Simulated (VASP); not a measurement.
# Be12N in VASP: notebook

Runs on Be12N. Level: PBE+D3(BJ). Tasks: single point.

All numbers are computed with VASP 6.6.1; they aren't measurements. Logs are shortened: lines on timing, memory, paths and dates and some standing lists are left out, and cuts for length are marked.

## Step 1: The cell of the first run

The cell holds a slab with vacuum, 26 atoms: a = 4.580 Å, b = 6.870 Å, c = 17.383 Å, α = 90.00°, β = 90.00°, γ = 60.00°.

## Step 2: Single point, PBE+D3(BJ)

INCAR

```
PREC     = Accurate       # precision mode
ENCUT    = 520            # plane-wave cutoff, eV
EDIFF    = 1E-6           # SCF threshold, eV
ISMEAR   = -1             # smearing method
SIGMA    = 0.1            # smearing width, eV
LREAL    = Auto         
LASPH    = T              # aspherical terms in the spheres
NELM     = 100            # most SCF steps
ALGO     = Normal         # electronic algorithm
ISIF     = 2              # what is computed and relaxed
LWAVE    = F              # write WAVECAR
LCHARG   = T              # write CHGCAR
GGA      = PE             # functional
IVDW     = 12             # dispersion correction
LELF     = T              # ELF
LVHAR    = T            
NBANDS   = 48             # bands
```

KPOINTS

```
regular mesh
0
Gamma
  4 3 1
```

POSCAR

```
Be12N
1.0
    4.5800000000      0.0000000000      0.0000000000
    3.4350000000      5.9495950000      0.0000000000
    0.0000000000      0.0000000000     17.3826450000
Be N
24 2
Direct
   -0.1666667000      0.2222222000      0.0575286000
    0.3333333000      0.2222222000      0.0575286000
   -0.1666667000      0.5555556000      0.0575286000
    0.3333333000      0.5555556000      0.0575286000
   -0.1666667000      0.8888889000      0.0575286000
    0.3333333000      0.8888889000      0.0575286000
    0.0026114170     -0.0026860262      0.1615673703
    0.5026750167     -0.0026663677      0.1615551355
    0.0026979216      0.3306175749      0.1615811535
    0.5026350047      0.3306075250      0.1615807498
    0.0026362293      0.6639848291      0.1615429281
    0.5026729667      0.6639643175      0.1615484478
   -0.1664439095      0.2235270337      0.2637715739
    0.3336863824      0.2234546667      0.2637570335
   -0.1662114453      0.5567796671      0.2636916745
    0.3335439356      0.5567854288      0.2636678848
   -0.1663421623      0.8901019403      0.2636947978
    0.3336126262      0.8902066702      0.2636887444
    0.0029175261     -0.0014820960      0.3677789282
    0.5030847797     -0.0015088641      0.3677115350
    0.0029746601      0.3319046395      0.3679002304
    0.5028293968      0.3319873443      0.3678610039
    0.0029592758      0.6652352919      0.3677638627
    0.5029983885      0.6651616336      0.3675010736
    0.5405514445      0.7027247235      0.5798276335
    0.2678877653      0.8245015046      0.5792028288
```

Potentials or basis: VASP PAW PBE potentials, release 64 (Be, N).

The run is started by

```console
> cat potpaw_PBE.64/Be/POTCAR potpaw_PBE.64/N/POTCAR > POTCAR
> mpirun -np 1 vasp_std > vasp.out
```

OUTCAR:

```text
PREC = Accurate
   ENCUT = 520
   EDIFF = 1E-6
   ISMEAR = -1
   LREAL = Auto
   LASPH = T
   NELM = 100
   ISIF = 2
   GGA = PE
   IVDW = 12
 IVDW          = 12

 ion  position               nearest neighbor table
   1  0.833  0.222  0.058-  10 2.23   9 2.24   7 2.25   5 2.29   2 2.29   2 2.29   6 2.29   4 2.29
                             3 2.29
   2  0.333  0.222  0.058-   9 2.23  10 2.24   8 2.25   6 2.29   1 2.29   1 2.29   5 2.29   3 2.29
                             4 2.29
   3  0.833  0.556  0.058-  12 2.23  11 2.24   9 2.25   5 2.29   4 2.29   4 2.29   6 2.29   2 2.29
                             1 2.29
   4  0.333  0.556  0.058-  11 2.23  12 2.24  10 2.25   6 2.29   3 2.29   3 2.29   5 2.29   1 2.29
                             2 2.29
   5  0.833  0.889  0.058-   8 2.23   7 2.24  11 2.25   3 2.29   1 2.29   6 2.29   6 2.29   2 2.29
                             4 2.29
   6  0.333  0.889  0.058-   7 2.23   8 2.24  12 2.25   4 2.29   2 2.29   5 2.29   5 2.29   1 2.29
                             3 2.29
   7  0.003  0.997  0.162-  17 2.21  18 2.21  13 2.23   6 2.23   5 2.24   1 2.25   8 2.29  10 2.29
                            11 2.29   9 2.29  12 2.29   8 2.29
   8  0.503  0.997  0.162-  18 2.21  17 2.21  14 2.23   5 2.23   6 2.24   2 2.25  10 2.29   7 2.29
                             9 2.29  11 2.29  12 2.29   7 2.29
   9  0.003  0.331  0.162-  13 2.21  14 2.21  15 2.23   2 2.23   1 2.24   3 2.25  10 2.29   8 2.29
[... 16 lines left out ...]
                            18 2.29  14 2.29  18 2.29  13 2.29
  18  0.334  0.890  0.264-   8 2.21   7 2.21  12 2.23  19 2.23  20 2.24  24 2.25  14 2.29  17 2.29
                            13 2.29  17 2.29  15 2.29  16 2.29
  19  0.003  0.999  0.368-  18 2.23  17 2.24  13 2.25  20 2.29  23 2.29  24 2.29  21 2.29  22 2.29
                            20 2.29
  20  0.503  0.998  0.368-  17 2.23  18 2.24  14 2.25  19 2.29  23 2.29  24 2.29  21 2.29  22 2.29
                            19 2.29
  21  0.003  0.332  0.368-  14 2.24  13 2.24  15 2.25  22 2.29  24 2.29  23 2.29  22 2.29  19 2.29
                            20 2.29
  22  0.503  0.332  0.368-  13 2.23  14 2.24  16 2.25  24 2.29  23 2.29  21 2.29  21 2.29  20 2.29
                            19 2.29
  23  0.003  0.665  0.368-  16 2.23  15 2.24  17 2.25  22 2.29  20 2.29  19 2.29  24 2.29  21 2.29
                            24 2.29
  24  0.503  0.665  0.368-  15 2.23  16 2.23  18 2.25  22 2.29  21 2.29  23 2.29  23 2.29  20 2.29
                            19 2.29
  25  0.541  0.703  0.580-  26 1.10
  26  0.268  0.825  0.579-  25 1.10

  LATTYP: Found a simple monoclinic cell.
 ALAT       =     4.5800000000
 B/A-ratio  =     3.7953373362
 C/A-ratio  =     1.3228757576
 COS(beta)  =    -0.1889822219

  Lattice vectors:

 A1 = (   4.5800000000,   0.0000000000,   0.0000000000)
 A2 = (   0.0000000000,   0.0000000000, -17.3826450000)
 A3 = (  -1.1450000000,   5.9495950000,   0.0000000000)

Analysis of symmetry for initial positions (statically):
=====================================================================
 Subroutine PRICEL returns:
 Original cell was already a primitive cell.

 Routine SETGRP: Setting up the symmetry group for a
 simple monoclinic supercell.

 Subroutine GETGRP returns: Found  1 space group operations
 (whereof  1 operations were pure point group operations)
 out of a pool of  4 trial point group operations.

The static configuration has the point symmetry C_1 .

Analysis of symmetry for dynamics (positions and initial velocities):
=====================================================================
 Subroutine PRICEL returns:
 Original cell was already a primitive cell.

 Routine SETGRP: Setting up the symmetry group for a
 simple monoclinic supercell.

 Subroutine GETGRP returns: Found  1 space group operations
 (whereof  1 operations were pure point group operations)
 out of a pool of  4 trial point group operations.

The dynamic configuration has the point symmetry C_1 .

 Subroutine INISYM returns: Found  1 space group operations
 (whereof  1 operations are pure point group operations),
 and found     1 'primitive' translations

----------------------------------------------------------------------------------------

                                     Primitive cell

  volume of cell :     473.6622

  direct lattice vectors                    reciprocal lattice vectors
     4.580000000  0.000000000  0.000000000     0.218340611 -0.126059001  0.000000000
     3.435000000  5.949595000  0.000000000     0.000000000  0.168078668  0.000000000
[... 67 lines left out ...]
 Grid dimensions read from file:
 generate k-points for:    4    3    1

 Generating k-lattice:

  Cartesian coordinates                     Fractional coordinates (reciprocal lattice)
     0.054585153 -0.031514750  0.000000000     0.250000000  0.000000000  0.000000000
     0.000000000  0.056026223  0.000000000     0.000000000  0.333333333  0.000000000
     0.000000000  0.000000000  0.057528644     0.000000000  0.000000000  1.000000000

  Length of vectors
     0.063029504  0.056026223  0.057528644

  Shift w.r.t. Gamma in fractional coordinates (k-lattice)
     0.000000000  0.000000000  0.000000000

 Subroutine IBZKPT returns following result:
 ===========================================

 Found      7 irreducible k-points:

 Following reciprocal coordinates:
            Coordinates               Weight
  0.000000  0.000000  0.000000      1.000000
  0.250000  0.000000  0.000000      2.000000
  0.500000  0.000000  0.000000      1.000000
  0.000000  0.333333  0.000000      2.000000
  0.250000  0.333333  0.000000      2.000000
  0.500000  0.333333  0.000000      2.000000
 -0.250000  0.333333  0.000000      2.000000
   k-points           NKPTS =      7   k-points in BZ     NKDIM =      7   number of bands    NBANDS=     48
   number of dos      NEDOS =    301   number of ions     NIONS =     26
   total plane-waves  NPLWV = 272160
   dimension x,y,z NGX =    36 NGY =   54 NGZ =  140
   dimension x,y,z NGXF=    72 NGYF=  108 NGZF=  280
   ions per type =              24   2
   NGX,Y,Z   is equivalent  to a cutoff of  13.07, 13.07, 13.39 a.u.
   NGXF,Y,Z  is equivalent  to a cutoff of  26.13, 26.13, 26.78 a.u.
 SYSTEM =  unknown system
   PREC   = accura    normal or accurate (medium, high low for compatibility)
   ISTART =      0    job   : 0-new  1-cont  2-samecut
   ICHARG =      2    charge: 1-file 2-atom 10-const
   ISPIN  =      1    spin polarized calculation?
   LNONCOLLINEAR =      F non collinear calculations
   LSORBIT =      F    spin-orbit coupling
   LASPH  =      T    aspherical Exc in radial PAW
   ENCUT  =  520.0 eV  38.22 Ry    6.18 a.u.   8.52 12.77 32.32*2*pi/ulx,y,z
   NELM   =    100;   NELMIN=  2; NELMDL= -5     # of ELM steps
   EDIFF  = 0.1E-05   stopping-criterion for ELM
   LREAL  =      T    real-space projection
   EDIFFG = 0.1E-04   stopping-criterion for IOM
   NSW    =      0    number of steps for IOM
   IBRION =     -1    ionic relax: 0-MD 1-quasi-New 2-CG
   NFREE  =      0    steps in history (QN), initial steepest desc. (CG)
   ISIF   =      2    stress and relaxation
   ISYM   =      2    0-nonsym 1-usesym 2-fastsym
   POTIM  = 0.5000    time-step for ionic-motion
   TEBEG  =    0.0;   TEEND  =   0.0 temperature during run
   PSTRESS=    0.0 pullay stress
   NELECT =      58.0000    total number of electrons
   NUPDOWN=      -1.0000    fix difference up-down
   EMIN   =  10.00;   EMAX   =-10.00  energy-range for DOS
   EFERMI =   0.00;   METHOD = LEGACY
   ISMEAR =    -1;   SIGMA  =   0.10  broadening in eV -4-tet -1-fermi 0-gaus
   EFERMI_NEDOS =   21; number of points for ismear=-14 and -15
   IALGO  =     38    algorithm
   IMIX   =      4    mixing-type and parameters
     AMIX     =   0.40;   BMIX     =  1.00
     AMIX_MAG =   1.60;   BMIX_MAG =  1.00
  volume/ion in A,a.u.               =      18.22       122.94
  Fermi-wavevector in a.u.,A,eV,Ry     =   0.812945  1.536244  8.991816  0.660880
  Thomas-Fermi vector in A             =   1.922580
   LORBIT       =      0    0 simple, 1 ext, 2 COOP (PROOUT), +10 PAW based schemes
   GGA     = PE    functional components
   LHFCALC =     F    Hartree Fock is set to
   AEXX    =    0.0000 exact exchange contribution
   IVDW    =    12    specifies the selected vdW correction
   LEPSILON=     F    determine dielectric tensor
   LRPA    =     F    only Hartree local field effects (RPA)
 non-spin polarized calculation
  energy-cutoff  :      520.00
  volume of cell :      473.66
 maximum number of plane-waves:     12819
 NGX is ok and might be reduce to    36
   NGX = 17   NGY = 25   NGZ = 65

 number of electron      57.9999998 magnetization

 Free energy of the ion-electron system (eV)
  ---------------------------------------------------
  ext. energy  EPLUGINS =         0.00000000
  ---------------------------------------------------
  free energy    TOTEN  =      -100.95647153 eV

  energy without entropy =     -100.72827011  energy(sigma->0) =     -100.84237082

 E-fermi :  -0.2843     XC(G=0):  -6.1321

 val. band max:       -0.2847660778   @ k =   0.5000   0.0000   0.0000
 cond. band min:      -0.2146802745   @ k =   0.2500   0.3333   0.0000
 fundamental gap:      0.0700858033
 Fermi energy:        -0.2842731426

 k-point     1 :       0.0000    0.0000    0.0000
  band No.  band energies     occupation
      1     -23.2098      2.00000
      2     -10.2661      2.00000
      3      -8.7940      2.00000
      4      -8.2802      2.00000
      5      -7.1248      2.00000
      6      -7.1245      2.00000
[... 297 lines left out ...]
     40       3.1858      0.00000
     41       3.5120      0.00000
 [bands above 41 left out]

------------------------ aborting loop because EDIFF is reached ----------------------------------------

 Edisp (eV)   -6.12266

 E8    (eV) :    -2.1929

  FORCE on cell =-STRESS in cart. coord.  units (eV):
  Direction    XX          YY          ZZ          XY          YZ          ZX
  --------------------------------------------------------------------------------------
  -------------------------------------------------------------------------------------
  Total     -16.74209   -23.19040     0.01051    -0.12678    -0.01829     0.01430
  in kB     -56.63064   -78.44226     0.03556    -0.42884    -0.06186     0.04838
  external pressure =      -45.01 kB  Pullay stress =        0.00 kB

 VOLUME and BASIS-vectors are now :
 -----------------------------------------------------------------------------
  energy-cutoff  :      520.00
  volume of cell :      473.66
      direct lattice vectors                 reciprocal lattice vectors
     4.580000000  0.000000000  0.000000000     0.218340611 -0.126059001  0.000000000
     3.435000000  5.949595000  0.000000000     0.000000000  0.168078668  0.000000000
     0.000000000  0.000000000 17.382645000     0.000000000  0.000000000  0.057528644

 POSITION                                       TOTAL-FORCE (eV/Angst)
 -----------------------------------------------------------------------------------
      4.58000      1.32213      1.00000        -0.001243     -0.000126     -0.005762
      2.29000      1.32213      1.00000         0.001241      0.001292     -0.005166
      5.72500      3.30533      1.00000         0.001857     -0.000019     -0.006584
      3.43500      3.30533      1.00000        -0.001824     -0.000436     -0.007063
      6.87000      5.28853      1.00000        -0.000114      0.001040     -0.007435
      4.58000      5.28853      1.00000         0.000224      0.000615     -0.006514
[... 18 lines left out ...]
      4.88959      4.18093     10.07894         1.327153     -1.156008      0.018612
      4.05909      4.90545     10.06808        -1.327046      1.156156     -0.018068
 -----------------------------------------------------------------------------------
    total drift:                                0.000954     -0.005200      0.000919

  FREE ENERGIE OF THE ION-ELECTRON SYSTEM (eV)
  ---------------------------------------------------
  free  energy   TOTEN  =      -107.0791304335 eV

  energy  without entropy=     -106.8509290071  energy(sigma->0) =     -106.96502972
```

It took 4.1 min on 1 thread of Intel Xeon 6975P-C (Granite Rapids), shared host; peak memory 0.58 GiB.

What came out:

* Free energy: -107.0791 eV
* Largest force: 1.760 eV/Å
* Band gap on the k mesh: zero (band 29 reaches 0.16 eV, above the bottom of band 30 at -0.70 eV)
* Dispersion energy per atom: -0.235 eV

Forces on the atoms (eV/Å):
```
Be  -0.001  0.000 -0.006
Be   0.001  0.001 -0.005
Be   0.002  0.000 -0.007
Be  -0.002  0.000 -0.007
Be   0.000  0.001 -0.007
Be   0.000  0.001 -0.007
Be   0.000  0.000  0.001
Be   0.000  0.000  0.000
Be   0.000  0.000  0.001
Be   0.000  0.000  0.001
Be   0.000  0.000  0.000
Be   0.000  0.000  0.001
Be   0.000  0.000  0.000
Be  -0.001  0.000  0.000
Be  -0.001  0.000  0.000
Be   0.000  0.000  0.000
Be   0.000  0.000  0.000
Be  -0.001  0.000  0.000
Be   0.000 -0.001  0.006
Be   0.000  0.000  0.006
Be   0.000  0.000  0.006
Be   0.001  0.000  0.006
Be   0.000  0.001  0.006
Be   0.000  0.000  0.005
N    1.327 -1.156  0.019
N   -1.327  1.156 -0.018
```

Levels at points of the mesh, in eV from the Fermi level:
| k point | band 26 | band 27 | band 28 | band 29 | band 30 | band 31 | band 32 | band 33 |
| --- | --- | --- | --- | --- | --- | --- | --- | --- |
| (0.00, 0.00, 0.00) | -1.31 | -0.39 | -0.38 | -0.07 | -0.06 | 1.94 | 1.95 | 2.94 |
| (0.50, 0.00, 0.00) | -0.17 | -0.17 | 0.00 | 0.00 | 0.30 | 0.31 | 1.27 | 1.28 |

Caveat: the k points lie up to 0.40 Å⁻¹ apart; the standard files for N, O and F lose accuracy on very short bonds.

## Step 3: Single point, PBE+D3(BJ)

INCAR

```
PREC     = Accurate       # precision mode
ENCUT    = 520            # plane-wave cutoff, eV
EDIFF    = 1E-7           # SCF threshold, eV
ISMEAR   = -1             # smearing method
SIGMA    = 0.1            # smearing width, eV
LREAL    = Auto         
LASPH    = True           # aspherical terms in the spheres
NELM     = 60             # most SCF steps
ALGO     = Normal         # electronic algorithm
ISIF     = 2              # what is computed and relaxed
LWAVE    = False          # write WAVECAR
LCHARG   = False          # write CHGCAR
GGA      = PE             # functional
IVDW     = 12             # dispersion correction
NBANDS   = 48             # bands
```

KPOINTS

```
Automatic mesh
0
Gamma
  4 3 1
```

POSCAR

```
Be12N
1.0
    4.5800000000      0.0000000000      0.0000000000
    3.4350000000      5.9495950000      0.0000000000
    0.0000000000      0.0000000000     17.3826450000
Be N
24 2
Direct
   -0.1666666500      0.2222222000      0.0575286400
    0.3333333500      0.2222222000      0.0575286400
   -0.1666666300      0.5555555100      0.0575286400
    0.3333333700      0.5555555100      0.0575286400
   -0.1666666100      0.8888888200      0.0575286400
    0.3333333900      0.8888888200      0.0575286400
   -0.0014450692      0.0020762011      0.1628279792
    0.5005763520     -0.0045586554      0.1636662389
   -0.0029827958      0.3307777315      0.1594060855
    0.5013339751      0.3313959837      0.1602775243
    0.0027381295      0.6679558201      0.1583917181
    0.4980464449      0.6691447324      0.1598447213
   -0.1747086644      0.2377281412      0.2653381756
    0.3273105936      0.2288788987      0.2629993385
   -0.1576636971      0.5570476841      0.2545861794
    0.3410533355      0.5517890957      0.2569645125
   -0.1563575578      0.8844387531      0.2646722464
    0.3364199509      0.8725057089      0.2794841570
   -0.0435870656      0.0533591652      0.3793239389
    0.5036821621      0.0142185049      0.3669808580
   -0.0092840385      0.3562820695      0.3646668603
    0.4633579449      0.3464175274      0.3748499535
   -0.2855857860      0.6881499758      0.4231402347
    0.1448694914      0.7130065274      0.3718199865
    0.3453629717      0.8571879946      0.3947524539
    0.0924893940      0.5174907962      0.4156829389
```

Potentials or basis: VASP PAW PBE potentials, release 64 (Be, N).

The run is started by

```console
> cat potpaw_PBE.64/Be/POTCAR potpaw_PBE.64/N/POTCAR > POTCAR
> mpirun -np 1 vasp_std > vasp.out
```

Wall time 4.1 min (1 thread of Intel Xeon 6975P-C (Granite Rapids), shared host); peak memory 0.58 GiB.

Results (log left out):

```yaml
Free_energy: -110.2374 eV
Largest_force: 0.315 eV/Å
Band_gap_on_the_k_mesh: zero (band 29 reaches 0.38 eV, above the bottom of band 30 at -0.21 eV)
Dispersion_energy_per_atom: -0.242 eV
```

Forces in eV/Å, atoms in the order of the input:
```
Be  -0.091 -0.056  0.029
Be   0.106 -0.103 -0.147
Be   0.087  0.003 -0.028
Be  -0.046 -0.107 -0.107
Be  -0.070  0.147 -0.098
Be   0.038  0.111  0.293
Be   0.008  0.001  0.013
Be   0.002  0.003  0.009
Be   0.011  0.001 -0.004
Be   0.001  0.010  0.006
Be  -0.003  0.004  0.000
Be   0.001  0.000  0.002
Be  -0.013 -0.012  0.001
Be  -0.007 -0.010 -0.006
Be  -0.009 -0.003  0.019
Be  -0.027 -0.007 -0.001
Be   0.001  0.008  0.011
Be  -0.014 -0.002 -0.016
Be  -0.016  0.024 -0.010
Be   0.036  0.007  0.011
Be  -0.020 -0.007 -0.002
Be   0.022 -0.014 -0.004
Be   0.015 -0.007  0.011
Be  -0.011  0.015 -0.017
N    0.011 -0.027  0.019
N   -0.011  0.019  0.019
```

Levels at points of the mesh, in eV from the Fermi level:
```tsv
k point	band 27	band 28	band 29	band 30	band 31	band 32
(0.00, 0.00, 0.00)	-0.60	-0.58	-0.30	0.02	1.16	1.71
(0.50, 0.00, 0.00)	-0.21	-0.20	-0.17	0.10	0.73	1.01
```

Caveat: the k points lie up to 0.40 Å⁻¹ apart.
